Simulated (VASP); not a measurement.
# Ag (Fm-3m) in VASP: single point with LDA

Aim: the single point of Ag with LDA.

Program: VASP 6.6.1. These are calculated values, not measurements. Logs are shortened: lines on timing, memory, paths and dates and some standing lists are left out, and cuts for length are marked.

## Step 1: The cell of the first run

Symmetry: Fm-3m, No. 225, cubic system. Conventional cell: a = 4.085 Å, b = 4.085 Å, c = 4.085 Å, α = 90.00°, β = 90.00°, γ = 90.00°. Ag (site symmetry m-3m) has 12 Ag at 2.89 Å within 3.8 Å.

## Step 2: Single point, LDA

File INCAR:

```
SYSTEM = Ag
ALGO = Normal
EDIFF = 1E-7
ENCUT = 520
ISIF = 2
ISMEAR = 1
LASPH = .True.
LCHARG = .True.
LELF = .True.
LREAL = .False.
LVHAR = .True.
LWAVE = .False.
NBANDS = 12
NELM = 80
PREC = Accurate
SIGMA = 0.15
```

File KPOINTS:

```
k-points
0
Gamma
  15 15 15
  0 0 0
```

File POSCAR:

```
Ag
1.0
    0.0000000000      2.0427500000      2.0427500000
    2.0427500000      0.0000000000      2.0427500000
    2.0427500000      2.0427500000      0.0000000000
Ag
1
Direct
    0.0000000000      0.0000000000      0.0000000000
```

Potentials or basis: VASP PAW LDA potentials, release 64 (Ag).

Command:

```
cat potpaw_LDA.64/Ag/POTCAR > POTCAR
mpirun -np 1 vasp_std > vasp.out
```

OUTCAR:

```text
SYSTEM = Ag
   EDIFF = 1E-7
   ENCUT = 520
   ISIF = 2
   ISMEAR = 1
   LASPH = .True.
   LREAL = .False.
   NELM = 80
   PREC = Accurate

 ion  position               nearest neighbor table
   1  0.000  0.000  0.000-

  LATTYP: Found a face centered cubic cell.
 ALAT       =     4.0855000000

  Lattice vectors:

 A1 = (   0.0000000000,   2.0427500000,   2.0427500000)
 A2 = (   2.0427500000,   0.0000000000,   2.0427500000)
 A3 = (   2.0427500000,   2.0427500000,   0.0000000000)

Analysis of symmetry for initial positions (statically):
=====================================================================
 Subroutine PRICEL returns:
 Original cell was already a primitive cell.

 Routine SETGRP: Setting up the symmetry group for a
 face centered cubic supercell.

 Subroutine GETGRP returns: Found 48 space group operations
 (whereof 48 operations were pure point group operations)
 out of a pool of 48 trial point group operations.

The static configuration has the point symmetry O_h .

Analysis of symmetry for dynamics (positions and initial velocities):
=====================================================================
 Subroutine PRICEL returns:
 Original cell was already a primitive cell.

 Routine SETGRP: Setting up the symmetry group for a
 face centered cubic supercell.

 Subroutine GETGRP returns: Found 48 space group operations
 (whereof 48 operations were pure point group operations)
 out of a pool of 48 trial point group operations.

The dynamic configuration has the point symmetry O_h .

 Subroutine INISYM returns: Found 48 space group operations
 (whereof 48 operations are pure point group operations),
 and found     1 'primitive' translations

----------------------------------------------------------------------------------------

                                     Primitive cell

  volume of cell :      17.0481

  direct lattice vectors                    reciprocal lattice vectors
     0.000000000  2.042750000  2.042750000    -0.244768082  0.244768082  0.244768082
     2.042750000  0.000000000  2.042750000     0.244768082 -0.244768082  0.244768082
     2.042750000  2.042750000  0.000000000     0.244768082  0.244768082 -0.244768082

  length of vectors
     2.888884755  2.888884755  2.888884755     0.423950755  0.423950755  0.423950755

  position of ions in fractional coordinates (direct lattice)
     0.000000000  0.000000000  0.000000000

  ion indices of the primitive-cell ions
   primitive index   ion index
                 1           1

----------------------------------------------------------------------------------------

 KPOINTS: k-points

Automatic generation of k-mesh.
 Grid dimensions read from file:
 generate k-points for:   15   15   15

 Generating k-lattice:

  Cartesian coordinates                     Fractional coordinates (reciprocal lattice)
    -0.016317872  0.016317872  0.016317872     0.066666667  0.000000000  0.000000000
     0.016317872 -0.016317872  0.016317872     0.000000000  0.066666667  0.000000000
     0.016317872  0.016317872 -0.016317872     0.000000000  0.000000000  0.066666667

  Length of vectors
     0.028263384  0.028263384  0.028263384

  Shift w.r.t. Gamma in fractional coordinates (k-lattice)
     0.000000000  0.000000000  0.000000000

 Subroutine IBZKPT returns following result:
 ===========================================

 Found    120 irreducible k-points:

 Following reciprocal coordinates:
            Coordinates               Weight
  0.000000  0.000000  0.000000      1.000000
  0.066667  0.000000  0.000000      8.000000
  0.133333  0.000000  0.000000      8.000000
  0.200000  0.000000  0.000000      8.000000
  0.266667  0.000000  0.000000      8.000000
  0.333333  0.000000  0.000000      8.000000
[... 16 lines left out ...]
  0.133333  0.133333  0.000000      6.000000
  0.200000  0.133333  0.000000     24.000000
 [... further k-points ...]
   k-points           NKPTS =    120   k-points in BZ     NKDIM =    120   number of bands    NBANDS=     12
   number of dos      NEDOS =    301   number of ions     NIONS =      1
   total plane-waves  NPLWV =  13824
   dimension x,y,z NGX =    24 NGY =   24 NGZ =   24
   dimension x,y,z NGXF=    48 NGYF=   48 NGZF=   48
   ions per type =               1
   NGX,Y,Z   is equivalent  to a cutoff of  13.81, 13.81, 13.81 a.u.
   NGXF,Y,Z  is equivalent  to a cutoff of  27.62, 27.62, 27.62 a.u.
 SYSTEM =  Ag
   PREC   = accura    normal or accurate (medium, high low for compatibility)
   ISTART =      0    job   : 0-new  1-cont  2-samecut
   ICHARG =      2    charge: 1-file 2-atom 10-const
   ISPIN  =      1    spin polarized calculation?
   LNONCOLLINEAR =      F non collinear calculations
   LSORBIT =      F    spin-orbit coupling
   LASPH  =      T    aspherical Exc in radial PAW
   ENCUT  =  520.0 eV  38.22 Ry    6.18 a.u.   5.37  5.37  5.37*2*pi/ulx,y,z
   NELM   =     80;   NELMIN=  2; NELMDL= -5     # of ELM steps
   EDIFF  = 0.1E-06   stopping-criterion for ELM
   LREAL  =      F    real-space projection
   EDIFFG = 0.1E-05   stopping-criterion for IOM
   NSW    =      0    number of steps for IOM
   IBRION =     -1    ionic relax: 0-MD 1-quasi-New 2-CG
   NFREE  =      0    steps in history (QN), initial steepest desc. (CG)
   ISIF   =      2    stress and relaxation
   ISYM   =      2    0-nonsym 1-usesym 2-fastsym
   POTIM  = 0.5000    time-step for ionic-motion
   TEBEG  =    0.0;   TEEND  =   0.0 temperature during run
   PSTRESS=    0.0 pullay stress
   NELECT =      11.0000    total number of electrons
   NUPDOWN=      -1.0000    fix difference up-down
   EMIN   =  10.00;   EMAX   =-10.00  energy-range for DOS
   EFERMI =   0.00;   METHOD = LEGACY
   ISMEAR =     1;   SIGMA  =   0.15  broadening in eV -4-tet -1-fermi 0-gaus
   EFERMI_NEDOS =   21; number of points for ismear=-14 and -15
   IALGO  =     38    algorithm
   IMIX   =      4    mixing-type and parameters
     AMIX     =   0.40;   BMIX     =  1.00
     AMIX_MAG =   1.60;   BMIX_MAG =  1.00
  volume/ion in A,a.u.               =      17.05       115.05
  Fermi-wavevector in a.u.,A,eV,Ry     =   1.414644  2.673290 27.228221  2.001218
  Thomas-Fermi vector in A             =   2.536165
   LORBIT       =      0    0 simple, 1 ext, 2 COOP (PROOUT), +10 PAW based schemes
   GGA     = CA    functional components
   LHFCALC =     F    Hartree Fock is set to
   AEXX    =    0.0000 exact exchange contribution
   IVDW    =     0    specifies the selected vdW correction
   LEPSILON=     F    determine dielectric tensor
   LRPA    =     F    only Hartree local field effects (RPA)
 non-spin polarized calculation
 Methfessel and Paxton  Order N= 1 SIGMA  =   0.15
  energy-cutoff  :      520.00
  volume of cell :       17.05
 maximum number of plane-waves:       477
 NGX is ok and might be reduce to    24
   NGX = 11   NGY = 11   NGZ = 11

 number of electron      10.9999999 magnetization

 Free energy of the ion-electron system (eV)
  ---------------------------------------------------
  ext. energy  EPLUGINS =         0.00000000
  ---------------------------------------------------
  free energy    TOTEN  =        -3.75469816 eV

  energy without entropy =       -3.75418746  energy(sigma->0) =       -3.75452793

 E-fermi :   8.2894     XC(G=0): -12.5848

 val. band max:        8.2829320934   @ k =  -0.3333   0.2000   0.0000
 cond. band min:       8.3143660477   @ k =  -0.4000   0.1333   0.0000
 fundamental gap:      0.0314339543
 Fermi energy:         8.2893531332

 k-point     1 :       0.0000    0.0000    0.0000
  band No.  band energies     occupation
      1       0.3195      2.00000
      2       3.3706      2.00000
      3       3.3706      2.00000
      4       3.3706      2.00000
      5       4.4249      2.00000
      6       4.4249      2.00000
      7      24.1707      0.00000
      8      27.6722      0.00000
      9      27.6722      0.00000
     10      27.6722      0.00000
     11      32.6929      0.00000
     12      33.6689      0.00000

 k-point     2 :       0.0667    0.0000    0.0000
  band No.  band energies     occupation
      1       0.4584      2.00000
      2       3.3383      2.00000
      3       3.4094      2.00000
      4       3.4094      2.00000
      5       4.4101      2.00000
      6       4.4101      2.00000
      7      24.1934      0.00000
      8      26.5607      0.00000
      9      27.7304      0.00000
     10      27.7304      0.00000
     11      32.5726      0.00000
     12      33.4870      0.00000

 k-point     3 :       0.1333    0.0000    0.0000
  band No.  band energies     occupation
      1       0.8521      2.00000
      2       3.2741      2.00000
      3       3.5028      2.00000
      4       3.5028      2.00000
      5       4.3890      2.00000
      6       4.3890      2.00000
      7      23.4811      0.00000
      8      25.1950      0.00000
      9      27.8544      0.00000
     10      27.8544      0.00000
     11      31.4544      0.00000
     12      32.8655      0.00000
[... 286 lines left out ...]
 k-point    23 :       0.1333    0.1333    0.0000
  band No.  band energies     occupation
      1       1.0326      2.00000
      2       3.0933      2.00000
      3       3.6391      2.00000
      4       3.6391      2.00000
      5       4.1718      2.00000
      6       4.5470      2.00000
      7      24.4327      0.00000
      8      25.8931      0.00000
      9      25.9034      0.00000
     10      25.9034      0.00000
     11      31.8223      0.00000
     12      33.3354      0.00000

 k-point    24 :       0.2000    0.1333    0.0000
  band No.  band energies     occupation
      1       1.4594      2.00000
      2       2.9728      2.00000
      3       3.7343      2.00000
      4       3.7679      2.00000
      5       4.1701      2.00000
      6       4.6175      2.00000
      7      23.2235      0.00000
      8      24.8436      0.00000
      9      25.1532      0.00000
     10      26.7039      0.00000
     11      30.1659      0.00000
     12      33.3722      0.00000

 [... further k-points ...]

------------------------ aborting loop because EDIFF is reached ----------------------------------------

  FORCE on cell =-STRESS in cart. coord.  units (eV):
  Direction    XX          YY          ZZ          XY          YZ          ZX
  --------------------------------------------------------------------------------------
  -------------------------------------------------------------------------------------
  Total       -0.7723260     -0.7723260     -0.7723260      0.0000000      0.0000000     -0.0000000
  in kB      -72.5831166    -72.5831166    -72.5831166      0.0000000      0.0000000     -0.0000000
  external PRESSURE =     -72.5831166 kB  Pullay stress =       0.0000000 kB

 VOLUME and BASIS-vectors are now :
 -----------------------------------------------------------------------------
  energy-cutoff  :      520.00
  volume of cell :       17.05
      direct lattice vectors                 reciprocal lattice vectors
     0.000000000  2.042750000  2.042750000    -0.244768082  0.244768082  0.244768082
     2.042750000  0.000000000  2.042750000     0.244768082 -0.244768082  0.244768082
     2.042750000  2.042750000  0.000000000     0.244768082  0.244768082 -0.244768082

 POSITION                                       TOTAL-FORCE (eV/Angst)
 -----------------------------------------------------------------------------------
      0.00000      0.00000      0.00000         0.000000      0.000000     -0.000000
 -----------------------------------------------------------------------------------
    total drift:                               -0.000000      0.000000      0.000000

  FREE ENERGIE OF THE ION-ELECTRON SYSTEM (eV)
  ---------------------------------------------------
  free  energy   TOTEN  =        -3.7546981621 eV

  energy  without entropy=       -3.7541874624  energy(sigma->0) =       -3.75452793
```

Wall time 13 s (1 thread of Intel Xeon Platinum 8488C (Sapphire Rapids), shared host); peak memory 0.14 GiB.

Results:

```
Free energy : -3.7547 eV
Pressure    : -7.3 GPa
```
